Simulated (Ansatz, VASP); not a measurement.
# Two plane-wave programs on MgS

File INCAR:

```
ALGO     = Normal         # electronic algorithm
EDIFF    = 1E-7           # SCF threshold, eV
ENCUT    = 520            # plane-wave cutoff, eV
GGA      = PE             # functional
ISIF     = 2              # what is computed and relaxed
ISMEAR   = 0              # smearing method
LASPH    = T              # aspherical terms in the spheres
LCHARG   = F              # write CHGCAR
LREAL    = F              # projectors in reciprocal space
LWAVE    = F              # write WAVECAR
NBANDS   = 11             # bands
NELM     = 100            # most SCF steps
PREC     = Accurate       # precision mode
SIGMA    = 0.05           # smearing width, eV
```

File KPOINTS:

```
k-points
0
Gamma
  8 8 8
```

Contents of POSCAR:

```
MgS
1.0
    0.0000000000      2.6016500000      2.6016500000
    2.6016500000      0.0000000000      2.6016500000
    2.6016500000      2.6016500000      0.0000000000
Mg S
1 1
Direct
    0.0000000000      0.0000000000     -0.0271791663
    0.5000000000      0.5000000000      0.5000000000
```

Input for Ansatz:

```yaml
crystal:
  lattice:
    - [0.0, 2.60165, 2.60165]
    - [2.60165, 0.0, 2.60165]
    - [2.60165, 2.60165, 0.0]
  atoms:
    - { symbol: Mg, position: [0.0, 0.0, -0.0271791663] }
    - { symbol: S, position: [0.5, 0.5, 0.5] }
basis:
  ecutwfc: 420
kpoints:
  mp_grid: { grid: [8, 8, 8] }
hamiltonian:
  xc: pbe
scf:
  occupations: { method: gaussian, width: 0.05 }
output:
  forces: true
  stress: true
  eigenvalues: true
```

Change from the starting cell: all Mg atoms moved -0.100 Å, as atom 1 along Cartesian [1 1 0].

Alike in both runs: task single point; functional PBE; k mesh 8 × 8 × 8; occupations gaussian, width 0.05 eV; no spin polarisation.

|  | VASP | Ansatz |
| --- | --- | --- |
| version | VASP 6.6.1 | Ansatz 0.2.0 |
| potentials or method | VASP PAW PBE potentials, release 64 (Mg, S), cutoff 520 eV | scalar-relativistic, plane waves, PAW |
| valence electrons in the cell | 8 | 16 |

|  | VASP | Ansatz | Ansatz less VASP |
| --- | --- | --- | --- |
| gap on the k mesh at the Fermi level (eV) | 2.78 | 2.79 | +0.015 |
| least direct gap on the mesh (eV) | 3.71 | 3.72 | +0.012 |
| pressure (GPa) | 1.2 | 1.5 | +0.30 |
| traceless stress, the component that is largest in VASP (GPa) | -0.41 | -0.41 | +0.001 |
| rms of the force components (eV/Å) | 0.164 | 0.164 | -0.0001 |

Atom by atom the forces differ by 0.000 eV/Å (rms over components). VASP's potentials hold 8 valence electrons a cell and Ansatz's 16, so a difference there can come from the potentials and not from the codes.
